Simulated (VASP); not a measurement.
# Zn4Se3S (P-43m) in VASP: further runs

Zn4Se3S is run at these levels: r2SCAN, PBE; tasks: single point.

All numbers are computed with VASP 6.6.1; they aren't measurements. Logs are shortened: lines on timing, memory, paths and dates and some standing lists are left out, and cuts for length are marked.

## (1) The cell of the first run

It takes space group P-43m (No. 215, cubic). The conventional cell has a = 5.651 Å, b = 5.651 Å, c = 5.651 Å, α = 90.00°, β = 90.00°, γ = 90.00°. S (site symmetry -43m) has 4 Zn at 2.38 Å within 3.1 Å. Within 3.1 Å of Zn (site symmetry 3m) lie 1 S at 2.38 Å and 3 Se at 2.47 Å. Within 3.3 Å of Se (site symmetry -42m) lie 4 Zn at 2.47 Å.

## (2) Single point, r2SCAN (22.56 Å³/atom)

The input, POSCAR:

```
Zn4Se3S
1.0
    5.6510793434      0.0000000000      0.0000000000
    0.0000000000      5.6510793434      0.0000000000
    0.0000000000      0.0000000000      5.6510793434
S Zn Se
1 4 3
Direct
    0.0000000000      0.0000000000      0.0000000000
    0.7564764079      0.7564764079      0.7564764079
    0.2435235921      0.2435235921      0.7564764079
    0.2435235921      0.7564764079      0.2435235921
    0.7564764079      0.2435235921      0.2435235921
    0.5000000000      0.5000000000      0.0000000000
    0.5000000000      0.0000000000      0.5000000000
    0.0000000000      0.5000000000      0.5000000000
```

The input, INCAR.step1:

```
SYSTEM = Zn4Se3S
  ALGO = Normal
  EDIFF = 1E-4
  ENCUT = 520
  GGA = PE
  ISMEAR = 0
  LASPH = .True.
  LCHARG = .False.
  LREAL = .False.
  LWAVE = .True.
  NBANDS = 46
  NELM = 60
  PREC = Accurate
  SIGMA = 0.01
```

The input, INCAR.step2:

```
SYSTEM = Zn4Se3S
  ALGO = Normal
  EDIFF = 1E-6
  ENCUT = 520
  ISIF = 2
  ISMEAR = 0
  ISTART = 1
  LASPH = .True.
  LCHARG = .True.
  LELF = .True.
  LMIXTAU = .True.
  LREAL = .False.
  LVHAR = .True.
  LWAVE = .False.
  METAGGA = R2SCAN
  NBANDS = 46
  NELM = 60
  PREC = Accurate
  SIGMA = 0.01
```

The input, KPOINTS:

```
k-points
0
Gamma
  4 4 4
  0 0 0
```

Potentials or basis: VASP PAW PBE potentials, release 64 (S, Zn, Se).

Run with:

```console
cat potpaw_PBE.64/S/POTCAR potpaw_PBE.64/Zn/POTCAR potpaw_PBE.64/Se/POTCAR > POTCAR
cp INCAR.step1 INCAR
mpirun -np 1 vasp_std > vasp.out
cp INCAR.step2 INCAR
mpirun -np 1 vasp_std > vasp.out
```

OUTCAR:

```text
SYSTEM = Zn4Se3S
   EDIFF = 1E-6
   ENCUT = 520
   ISIF = 2
   ISMEAR = 0
   ISTART = 1
   LASPH = .True.
   LREAL = .False.
   METAGGA = R2SCAN
   NELM = 60
   PREC = Accurate

 ion  position               nearest neighbor table
   1  0.000  0.000  0.000-   2 2.38   3 2.38   4 2.38   5 2.38
   2  0.756  0.756  0.756-   1 2.38   6 2.47   7 2.47   8 2.47
   3  0.244  0.244  0.756-   1 2.38   6 2.47   7 2.47   8 2.47
   4  0.244  0.756  0.244-   1 2.38   6 2.47   7 2.47   8 2.47
   5  0.756  0.244  0.244-   1 2.38   6 2.47   7 2.47   8 2.47
   6  0.500  0.500  0.000-   2 2.47   3 2.47   4 2.47   5 2.47
   7  0.500  0.000  0.500-   2 2.47   3 2.47   4 2.47   5 2.47
   8  0.000  0.500  0.500-   2 2.47   3 2.47   4 2.47   5 2.47

  LATTYP: Found a simple cubic cell.
 ALAT       =     5.6510793434

  Lattice vectors:

 A1 = (   5.6510793434,   0.0000000000,   0.0000000000)
 A2 = (   0.0000000000,   5.6510793434,   0.0000000000)
 A3 = (   0.0000000000,   0.0000000000,   5.6510793434)

Analysis of symmetry for initial positions (statically):
=====================================================================
 Subroutine PRICEL returns:
 Original cell was already a primitive cell.

 Routine SETGRP: Setting up the symmetry group for a
 simple cubic supercell.

 Subroutine GETGRP returns: Found 24 space group operations
 (whereof 24 operations were pure point group operations)
 out of a pool of 48 trial point group operations.

The static configuration has the point symmetry T_d .

Analysis of symmetry for dynamics (positions and initial velocities):
=====================================================================
 Subroutine PRICEL returns:
 Original cell was already a primitive cell.

 Routine SETGRP: Setting up the symmetry group for a
 simple cubic supercell.

 Subroutine GETGRP returns: Found 24 space group operations
 (whereof 24 operations were pure point group operations)
 out of a pool of 48 trial point group operations.

The dynamic configuration has the point symmetry T_d .

 Subroutine INISYM returns: Found 24 space group operations
 (whereof 24 operations are pure point group operations),
 and found     1 'primitive' translations

----------------------------------------------------------------------------------------

                                     Primitive cell

  volume of cell :     180.4655

  direct lattice vectors                    reciprocal lattice vectors
     5.651079343  0.000000000  0.000000000     0.176957346  0.000000000  0.000000000
     0.000000000  5.651079343  0.000000000     0.000000000  0.176957346  0.000000000
     0.000000000  0.000000000  5.651079343     0.000000000  0.000000000  0.176957346

  length of vectors
     5.651079343  5.651079343  5.651079343     0.176957346  0.176957346  0.176957346

  position of ions in fractional coordinates (direct lattice)
     0.000000000  0.000000000  0.000000000
     0.756476408  0.756476408  0.756476408
     0.243523592  0.243523592  0.756476408
     0.243523592  0.756476408  0.243523592
     0.756476408  0.243523592  0.243523592
     0.500000000  0.500000000  0.000000000
     0.500000000  0.000000000  0.500000000
     0.000000000  0.500000000  0.500000000

  ion indices of the primitive-cell ions
   primitive index   ion index
                 1           1
                 2           2
                 3           3
                 4           4
                 5           5
                 6           6
                 7           7
                 8           8

----------------------------------------------------------------------------------------

 KPOINTS: k-points

Automatic generation of k-mesh.
 Grid dimensions read from file:
 generate k-points for:    4    4    4

 Generating k-lattice:

  Cartesian coordinates                     Fractional coordinates (reciprocal lattice)
     0.044239336  0.000000000  0.000000000     0.250000000  0.000000000  0.000000000
     0.000000000  0.044239336  0.000000000     0.000000000  0.250000000  0.000000000
     0.000000000  0.000000000  0.044239336     0.000000000  0.000000000  0.250000000

  Length of vectors
     0.044239336  0.044239336  0.044239336

  Shift w.r.t. Gamma in fractional coordinates (k-lattice)
     0.000000000  0.000000000  0.000000000

 Subroutine IBZKPT returns following result:
 ===========================================

 Found     10 irreducible k-points:

 Following reciprocal coordinates:
            Coordinates               Weight
  0.000000  0.000000  0.000000      1.000000
  0.250000  0.000000  0.000000      6.000000
  0.500000  0.000000  0.000000      3.000000
  0.250000  0.250000  0.000000     12.000000
  0.500000  0.250000  0.000000     12.000000
  0.500000  0.500000  0.000000      3.000000
  0.250000  0.250000  0.250000      8.000000
  0.500000  0.250000  0.250000     12.000000
  0.500000  0.500000  0.250000      6.000000
  0.500000  0.500000  0.500000      1.000000
[... 82 lines left out ...]
     45       7.6790      0.00000
     46       7.6790      0.00000

 k-point     2 :       0.2500    0.0000    0.0000
  band No.  band energies     occupation
      1     -12.1970      2.00000
      2     -11.4552      2.00000
      3     -11.2787      2.00000
      4     -11.2175      2.00000
      5      -5.3761      2.00000
      6      -5.3369      2.00000
[... 38 lines left out ...]
     45       8.3329      0.00000
     46       8.3329      0.00000

 k-point     3 :       0.5000    0.0000    0.0000
  band No.  band energies     occupation
      1     -11.8701      2.00000
      2     -11.8149      2.00000
      3     -11.2871      2.00000
      4     -11.2149      2.00000
      5      -5.3797      2.00000
      6      -5.3470      2.00000
[... 38 lines left out ...]
     45       8.8896      0.00000
     46       8.9257      0.00000

 k-point     4 :       0.2500    0.2500    0.0000
  band No.  band energies     occupation
      1     -12.0745      2.00000
      2     -11.4562      2.00000
      3     -11.3754      2.00000
      4     -11.2646      2.00000
      5      -5.3419      2.00000
      6      -5.3318      2.00000
[... 38 lines left out ...]
     45       8.1010      0.00000
     46       8.5594      0.00000

 k-point     5 :       0.5000    0.2500    0.0000
  band No.  band energies     occupation
      1     -11.7906      2.00000
      2     -11.7290      2.00000
      3     -11.3688      2.00000
      4     -11.3042      2.00000
      5      -5.3279      2.00000
      6      -5.2996      2.00000
[... 38 lines left out ...]
     45       8.4242      0.00000
     46       8.4796      0.00000

 k-point     6 :       0.5000    0.5000    0.0000
  band No.  band energies     occupation
      1     -11.6424      2.00000
      2     -11.5191      2.00000
      3     -11.5191      2.00000
      4     -11.5178      2.00000
      5      -5.2791      2.00000
      6      -5.2636      2.00000
[... 38 lines left out ...]
     45       8.6879      0.00000
     46       8.6938      0.00000

 k-point     7 :       0.2500    0.2500    0.2500
  band No.  band energies     occupation
      1     -11.9675      2.00000
      2     -11.4686      2.00000
      3     -11.3687      2.00000
      4     -11.3687      2.00000
      5      -5.3145      2.00000
      6      -5.3145      2.00000
[... 38 lines left out ...]
     45       8.2916      0.00000
     46       8.3624      0.00000

 k-point     8 :       0.5000    0.2500    0.2500
  band No.  band energies     occupation
      1     -11.7315      2.00000
      2     -11.6634      2.00000
      3     -11.4196      2.00000
      4     -11.3619      2.00000
      5      -5.3042      2.00000
      6      -5.2916      2.00000
[... 38 lines left out ...]
     45       8.8213      0.00000
     46       8.8734      0.00000

 k-point     9 :       0.5000    0.5000    0.2500
  band No.  band energies     occupation
      1     -11.6339      2.00000
      2     -11.5090      2.00000
      3     -11.5090      2.00000
      4     -11.5083      2.00000
      5      -5.2878      2.00000
      6      -5.2813      2.00000
[... 38 lines left out ...]
     45       8.3911      0.00000
     46       8.6503      0.00000

 k-point    10 :       0.5000    0.5000    0.5000
  band No.  band energies     occupation
      1     -11.6253      2.00000
      2     -11.4988      2.00000
      3     -11.4988      2.00000
      4     -11.4988      2.00000
      5      -5.2929      2.00000
      6      -5.2929      2.00000
[... 38 lines left out ...]
     45       8.2543      0.00000
     46       8.2941      0.00000

------------------------ aborting loop because EDIFF is reached ----------------------------------------

  FORCE on cell =-STRESS in cart. coord.  units (eV):
  Direction    XX          YY          ZZ          XY          YZ          ZX
  --------------------------------------------------------------------------------------
  -------------------------------------------------------------------------------------
  Total       -2.1282852     -2.1282852     -2.1282852     -0.0000000      0.0000000     -0.0000000
  in kB      -18.8949694    -18.8949694    -18.8949694     -0.0000000      0.0000000     -0.0000000
  external PRESSURE =     -18.8949694 kB  Pullay stress =       0.0000000 kB

 VOLUME and BASIS-vectors are now :
 -----------------------------------------------------------------------------
  energy-cutoff  :      520.00
  volume of cell :      180.47
      direct lattice vectors                 reciprocal lattice vectors
     5.651079343  0.000000000  0.000000000     0.176957346  0.000000000  0.000000000
     0.000000000  5.651079343  0.000000000     0.000000000  0.176957346  0.000000000
     0.000000000  0.000000000  5.651079343     0.000000000  0.000000000  0.176957346

 POSITION                                       TOTAL-FORCE (eV/Angst)
 -----------------------------------------------------------------------------------
      0.00000      0.00000      0.00000        -0.000000      0.000000     -0.000000
      4.27491      4.27491      4.27491        -0.000024     -0.000024     -0.000024
      1.37617      1.37617      4.27491         0.000024      0.000024     -0.000024
      1.37617      4.27491      1.37617         0.000024     -0.000024      0.000024
      4.27491      1.37617      1.37617        -0.000024      0.000024      0.000024
      2.82554      2.82554      0.00000         0.000000      0.000000     -0.000000
      2.82554      0.00000      2.82554        -0.000000      0.000000     -0.000000
      0.00000      2.82554      2.82554         0.000000      0.000000     -0.000000
 -----------------------------------------------------------------------------------
    total drift:                               -0.000000     -0.000000     -0.000000

  FREE ENERGIE OF THE ION-ELECTRON SYSTEM (eV)
  ---------------------------------------------------
  free  energy   TOTEN  =       -93.5051874320 eV

  energy  without entropy=      -93.5051874320  energy(sigma->0) =      -93.50518743
```

Run time: 2.5 min. Hardware: 1 thread of Intel Xeon 6975P-C (Granite Rapids), shared host; peak memory 0.32 GiB.

What came out:

* Free energy: -93.5052 eV
* Pressure: -1.9 GPa
* Band gap on the k mesh: 1.89 eV

Caveat: the PAW data sets were made with another functional, which shifts forces and pressure a little.

## (3) Single point, r2SCAN (23.22 Å³/atom)

This run uses another cell than the first one, of 23.22 Å³/atom.

Edit POSCAR of step 2 so:

```diff
@@ -2,5 +2,5 @@
 1.0
-    5.6510793434      0.0000000000      0.0000000000
-    0.0000000000      5.6510793434      0.0000000000
-    0.0000000000      0.0000000000      5.6510793434
+    5.7054199783      0.0000000000      0.0000000000
+    0.0000000000      5.7054199783      0.0000000000
+    0.0000000000      0.0000000000      5.7054199783
 S Zn Se
```

The input, INCAR.step1:

```
SYSTEM = Zn4Se3S
PREC = Accurate ; ENCUT = 520
ISMEAR = 0 ; SIGMA = 0.01
LREAL = .FALSE. ; LASPH = .TRUE.
NELM = 60 ; NBANDS = 46
GGA = PE ; ALGO = Normal
EDIFF = 1E-4 ; LWAVE = .TRUE.
LCHARG = .FALSE.
```

The input, INCAR.step2:

```
SYSTEM = Zn4Se3S
PREC = Accurate ; ENCUT = 520
EDIFF = 1E-7 ; ISMEAR = 0
SIGMA = 0.01 ; LREAL = .FALSE.
LASPH = .TRUE. ; NELM = 60
ALGO = Normal ; ISIF = 2
LWAVE = .FALSE. ; LCHARG = .FALSE.
METAGGA = R2SCAN ; LMIXTAU = .TRUE.
NBANDS = 46 ; ISTART = 1
```

The input, KPOINTS:

```
regular mesh
0
G
  4 4 4
  0 0 0
```

Potentials or basis: VASP PAW PBE potentials, release 64 (S, Zn, Se).

Run with:

```console
cat potpaw_PBE.64/S/POTCAR potpaw_PBE.64/Zn/POTCAR potpaw_PBE.64/Se/POTCAR > POTCAR
cp INCAR.step1 INCAR
mpirun -np 1 vasp_std > vasp.out
cp INCAR.step2 INCAR
mpirun -np 1 vasp_std > vasp.out
```

It took 2.7 min on 1 thread of Intel Xeon 6975P-C (Granite Rapids), shared host; peak memory 0.32 GiB.

The run converged. Its results:

```yaml
Free_energy: -93.4145 eV
Pressure: -3.5 GPa
Band_gap_on_the_k_mesh: 1.77 eV
```

Levels at points of the mesh, in eV from the valence-band top:
```tsv
k point	band 33	band 34	band 35	band 36	band 37	band 38	band 39	band 40
(0.00, 0.00, 0.00)	-1.97	0.00	0.00	0.00	1.77	3.41	3.41	3.77
(0.50, 0.00, 0.00)	-1.33	-1.33	-1.00	-1.00	4.22	4.39	4.59	4.61
(0.50, 0.50, 0.00)	-1.04	-1.04	-0.76	-0.62	4.51	4.53	4.75	4.75
(0.50, 0.50, 0.50)	-0.71	-0.71	-0.59	-0.59	2.91	3.16	3.16	3.16
```

Caveat: the cell stands under tension; the PAW data sets were made with another functional, which shifts forces and pressure a little.

## (4) Single point, PBE

This run uses another cell than the first one, of 21.90 Å³/atom.

The input, INCAR:

```
SYSTEM = Zn4Se3S
PREC = Accurate
ENCUT = 520
EDIFF = 1E-7
ISMEAR = 0
SIGMA = 0.01
LREAL = .FALSE.
LASPH = .TRUE.
NELM = 100
ALGO = Normal
ISIF = 2
LWAVE = .FALSE.
LCHARG = .FALSE.
GGA = PE
NBANDS = 46
```

The input, KPOINTS:

```
regular mesh
0
G
  6 6 6
  0 0 0
```

Edit POSCAR of step 3 so:

```diff
@@ -2,5 +2,5 @@
 1.0
-    5.7054199783      0.0000000000      0.0000000000
-    0.0000000000      5.7054199783      0.0000000000
-    0.0000000000      0.0000000000      5.7054199783
+    5.5956730367      0.0000000000      0.0000000000
+    0.0000000000      5.5956730367      0.0000000000
+    0.0000000000      0.0000000000      5.5956730367
 S Zn Se
```

Run with:

```console
cat potpaw_PBE.64/S/POTCAR potpaw_PBE.64/Zn/POTCAR potpaw_PBE.64/Se/POTCAR > POTCAR
mpirun -np 1 vasp_std > vasp.out
```

Wall time 85 s (1 thread of Intel Xeon 6975P-C (Granite Rapids), shared host); peak memory 0.33 GiB.

It converged, with:

```
Free energy            : -24.8430 eV
Pressure               : 2.4 GPa
Largest force          : 0.030 eV/Å
Band gap on the k mesh : 1.45 eV
```

Forces on the atoms (eV/Å):
```
S    0.000  0.000  0.000
Zn   0.018  0.018  0.018
Zn  -0.018 -0.018  0.018
Zn  -0.018  0.018 -0.018
Zn   0.018 -0.018 -0.018
Se   0.000  0.000  0.000
Se   0.000  0.000  0.000
Se   0.000  0.000  0.000
```

Levels at points of the mesh, in eV from the valence-band top:
| k point | band 34 | band 35 | band 36 | band 37 | band 38 | band 39 |
| --- | --- | --- | --- | --- | --- | --- |
| (0.00, 0.00, 0.00) | 0.00 | 0.00 | 0.00 | 1.45 | 2.94 | 2.94 |
| (0.50, 0.00, 0.00) | -1.43 | -1.10 | -1.10 | 3.91 | 4.04 | 4.12 |
| (0.50, 0.50, 0.00) | -1.11 | -0.82 | -0.69 | 4.17 | 4.18 | 4.40 |
| (0.50, 0.50, 0.50) | -0.76 | -0.65 | -0.65 | 2.53 | 2.77 | 2.77 |

## (5) Single point, r2SCAN

This run uses another cell than the first one, of 21.90 Å³/atom.

POSCAR is that of step 4.

The input, INCAR.step1:

```
SYSTEM = Zn4Se3S
PREC = Accurate ; ENCUT = 520
ISMEAR = 0 ; SIGMA = 0.01
LREAL = .False. ; LASPH = .True.
NELM = 100 ; NBANDS = 46
GGA = PE ; ALGO = Normal
EDIFF = 1E-4 ; LWAVE = .True.
LCHARG = .False.
```

The input, INCAR.step2:

```
SYSTEM = Zn4Se3S
PREC = Accurate ; ENCUT = 520
EDIFF = 1E-7 ; ISMEAR = 0
SIGMA = 0.01 ; LREAL = .False.
LASPH = .True. ; NELM = 100
ALGO = Normal ; ISIF = 2
LWAVE = .False. ; LCHARG = .False.
METAGGA = R2SCAN ; LMIXTAU = .True.
NBANDS = 46 ; ISTART = 1
```

The input, KPOINTS:

```
regular mesh
0
Gamma
  6 6 6
  0 0 0
```

Run with:

```console
cat potpaw_PBE.64/S/POTCAR potpaw_PBE.64/Zn/POTCAR potpaw_PBE.64/Se/POTCAR > POTCAR
cp INCAR.step1 INCAR
mpirun -np 1 vasp_std > vasp.out
cp INCAR.step2 INCAR
mpirun -np 1 vasp_std > vasp.out
```

Wall time 4.6 min (1 thread of Intel Xeon 6975P-C (Granite Rapids), shared host); peak memory 0.36 GiB.

The run converged. Its results:

```yaml
Free_energy: -93.5403 eV
Pressure: 0.1 GPa
Largest_force: 0.010 eV/Å
Band_gap_on_the_k_mesh: 2.02 eV
```

Forces in eV/Å, atoms in the order of the input:
```
S    0.000  0.000  0.000
Zn  -0.006 -0.006 -0.006
Zn   0.006  0.006 -0.006
Zn   0.006 -0.006  0.006
Zn  -0.006  0.006  0.006
Se   0.000  0.000  0.000
Se   0.000  0.000  0.000
Se   0.000  0.000  0.000
```

Levels at points of the mesh, in eV from the valence-band top:
```
           k point  band 34  band 35  band 36  band 37  band 38  band 39
(0.00, 0.00, 0.00)     0.00     0.00     0.00     2.02     3.28     3.28
(0.50, 0.00, 0.00)    -1.45    -1.12    -1.12     4.38     4.47     4.57
(0.50, 0.50, 0.00)    -1.13    -0.84    -0.70     4.68     4.68     4.94
(0.50, 0.50, 0.50)    -0.78    -0.66    -0.66     3.02     3.28     3.28
```

Caveat: the PAW data sets were made with another functional, which shifts forces and pressure a little.

## (6) Overview

```tsv
level	cell	k mesh	gap on the mesh (eV)	pressure (GPa)	largest force (eV/Å)
r2SCAN	a = 5.651 Å, 8 atoms	4 × 4 × 4	1.89	-1.9	-
r2SCAN	a = 5.705 Å, 8 atoms	4 × 4 × 4	1.77	-3.5	-
PBE	a = 5.596 Å, 8 atoms	6 × 6 × 6	1.45	2.4	0.03
r2SCAN	a = 5.596 Å, 8 atoms	6 × 6 × 6	2.02	0.1	0.01
```

Alike in all rows: task single point; potentials or basis VASP PAW PBE potentials, release 64 (S, Zn, Se); no spin polarisation; cutoff (eV) 520; smearing gaussian 0.01 eV.

Caveats: the PAW data sets were made with another functional, which shifts forces and pressure a little (at least some runs); the cell stands under tension (at least some runs).

Total energies depend on the potentials used, so only differences within one code and one set of settings carry meaning.
